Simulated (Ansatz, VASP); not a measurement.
# Two plane-wave programs on Cu

```
CELL_PARAMETERS angstrom
2.35570 0.00000 0.00000
-1.17785 2.04009 0.00000
0.00000 0.00000 2.27414
ATOMIC_POSITIONS crystal
Cu 0.00000 0.00000 0.00000
```

Change from the starting cell: volume scaled by 0.84, PAW files.

Alike in both runs: task single point; functional PBE; k mesh 17 × 17 × 16; occupations fermi-dirac, width 0.05 eV; no spin polarisation.

```csv
,VASP,Ansatz
version,VASP 6.6.1,Ansatz 0.2.0
potentials or method,"VASP PAW PBE potentials, release 64 (Cu_sv_GW)","PAW with Ansatz's default frozen-core files, scalar-relativistic"
plane-wave cutoff (eV),700,420
valence electrons in the cell,19,19
```

```tsv
	VASP	Ansatz	Ansatz less VASP
pressure (GPa)	26.1	31.7	+5.54
traceless stress, the component that is largest in VASP (GPa)	0.08	0.02	-0.054
```
